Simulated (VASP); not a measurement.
Set up this calculation in VASP 6.6.1, as the native input.

| Quantity | Value |
| --- | --- |
| Task | density of states |
| Functional | PBE |
| Potentials or basis | VASP PAW PBE potentials, release 64 (Be, As) |
| Cutoff | 520 eV |
| k mesh | 12 × 12 × 6 |
| Occupations | gaussian, width 0.1 eV |
| Spin | no spin polarisation |
| Dipole correction | no |
| k mesh for the DOS | 18 × 18 × 9 |
| Occupations for the DOS | tetrahedron |
| Further INCAR settings | ALGO = Normal; EDIFF = 1e-06 |

Crystal: Be3As2.

```
Be As
1.0
     3.62806    0.00000    0.00000
    -1.81403    3.14199    0.00000
     0.00000    0.00000    6.01499
Be As
3 2
Direct
  0.66667 0.33333 0.89154
  0.00000 0.00000 0.50000
  0.33333 0.66667 0.10846
  0.33333 0.66667 0.73215
  0.66667 0.33333 0.26785
```

The input as run:

POSCAR

```
Be3As2
1.0
    3.6280632369      0.0000000000      0.0000000000
   -1.8140316185      3.1419949297      0.0000000000
    0.0000000000      0.0000000000      6.0149915829
Be As
3 2
Direct
    0.6666666667      0.3333333333      0.8915365635
    0.0000000000      0.0000000000      0.5000000000
    0.3333333333      0.6666666667      0.1084634365
    0.3333333333      0.6666666667      0.7321498414
    0.6666666667      0.3333333333      0.2678501586
```

INCAR.step1

```
SYSTEM = Be3As2
PREC = Accurate
ENCUT = 520
EDIFF = 1E-6
ISMEAR = 0
SIGMA = 0.1
LREAL = .FALSE.
LASPH = .TRUE.
NELM = 100
ALGO = Normal
ISIF = 2
LWAVE = .FALSE.
LCHARG = .TRUE.
GGA = PE
NBANDS = 16
```

KPOINTS.step1

```
Automatic mesh
0
G
  12 12 6
  0 0 0
```

INCAR.step2

```
SYSTEM = Be3As2
PREC = Accurate
ENCUT = 520
EDIFF = 1E-6
ISMEAR = -5
SIGMA = 0.1
LREAL = .FALSE.
LASPH = .TRUE.
NELM = 100
ALGO = Normal
ISIF = 2
LWAVE = .FALSE.
LCHARG = .FALSE.
GGA = PE
LORBIT = 11
NEDOS = 1001
ICHARG = 11
```

KPOINTS.step2

```
Automatic mesh
0
G
  18 18 9
  0 0 0
```

Potentials or basis: VASP PAW PBE potentials, release 64 (Be, As).

The run is started by

```console
$ cat potpaw_PBE.64/Be/POTCAR potpaw_PBE.64/As/POTCAR > POTCAR
$ cp INCAR.step1 INCAR
$ cp KPOINTS.step1 KPOINTS
$ mpirun -np 1 vasp_std > vasp.out
$ cp INCAR.step2 INCAR
$ cp KPOINTS.step2 KPOINTS
$ mpirun -np 1 vasp_std > vasp.out
```

Results of the run:

* Valence electrons inside the program's atomic spheres: Be 0.99, 0.76; As 2.90

It took 110 s on 1 thread of Intel(R) Xeon(R) Platinum 8488C (Sapphire Rapids), on a shared host, peak memory 0.37 GiB.
